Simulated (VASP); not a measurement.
Set up this calculation in VASP 6.6.1, as the native input.

```
Task                   : relaxation of the atoms
Functional             : LDA
Potentials or basis    : VASP PAW LDA potentials, release 64 (Sb)
Cutoff                 : 520 eV
k mesh                 : 14 × 14 × 1
Occupations            : fermi-dirac, width 0.05 eV
Spin                   : no spin polarisation
Dipole correction      : yes
Further INCAR settings : ALGO = Normal; EDIFF = 1e-06; IBRION = 2; EDIFFG = -0.1; NSW = 32
```

The structure of Sb lies in POSCAR:

```
Sb
1.0
    3.3135280279      0.0000000000      0.0000000000
   -1.6567640140      2.8695994483      0.0000000000
    0.0000000000      0.0000000000     21.4110000000
Sb
3
Direct
    0.1666666667      0.3333333333      0.3755230038
    0.5000000000      1.0000000000      0.4999999930
    0.8333333333      0.6666666667      0.6244770028
```

One way to write it, as run:

INCAR

```
SYSTEM = Sb
PREC = Accurate
ENCUT = 520
EDIFF = 1E-6
ISMEAR = -1
SIGMA = 0.05
LREAL = .FALSE.
LASPH = .TRUE.
NELM = 80
ALGO = Normal
ISIF = 2
LWAVE = .FALSE.
LCHARG = .FALSE.
LDIPOL = .TRUE.
IDIPOL = 3
DIPOL = 0.5 0.5 0.500
IBRION = 2
NSW = 32
EDIFFG = -0.1
```

KPOINTS

```
regular mesh
0
G
  14 14 1
  0 0 0
```

Potentials or basis: VASP PAW LDA potentials, release 64 (Sb).

Launch:

```sh
$ cat potpaw_LDA.64/Sb/POTCAR > POTCAR
$ mpirun -np 1 vasp_std > vasp.out
```

It gave:

The largest force after relaxing is 0.013 eV/Å.

Caveat: the relaxation stopped at its first step, so nothing moved; the relaxation stopped at a loose force limit of 0.1 eV/Å, so its end isn't a converged minimum.

It took 82 s on 1 thread of Intel(R) Xeon(R) Platinum 8375C CPU @ 2.90GHz (Ice Lake), with other jobs on the host, peak memory 0.28 GiB.
